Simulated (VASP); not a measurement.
Input of a VASP 6.6.1 run:

INCAR

```
SYSTEM = V
ALGO = Normal
EDIFF = 1E-7
ENCUT = 520
GGA = RE
ISIF = 2
ISMEAR = -1
LASPH = .TRUE.
LCHARG = .TRUE.
LELF = .TRUE.
LREAL = .FALSE.
LVHAR = .TRUE.
LWAVE = .FALSE.
NBANDS = 20
NELM = 60
PREC = Accurate
SIGMA = 0.1
```

The input KPOINTS:

```
k-points
0
G
  11 11 11
  0 0 0
```

File POSCAR:

```
V
1.0
    0.0000000000      2.6109239637      2.6109239637
    2.6109239637      0.0000000000      2.6109239637
    2.6109239637      2.6109239637      0.0000000000
V
2
Direct
    0.1250000000      0.1250000000      0.1250000000
    0.8750000000      0.8750000000      0.8750000000
```

Potentials or basis: VASP PAW PBE potentials, release 64 (V_sv).

The run is started by

```bash
$ cat potpaw_PBE.64/V_sv/POTCAR > POTCAR
$ mpirun -np 1 vasp_std > vasp.out
```

(1) What does it give for the band gap on the k mesh?

(2) Predict the pressure.

## Answers

(1) zero (bands 13 and 14 overlap by 0.91 eV).

(2) 6.2 GPa.

Caveat: the cell stands under pressure; the PAW data sets were made with another functional, which shifts forces and pressure a little.
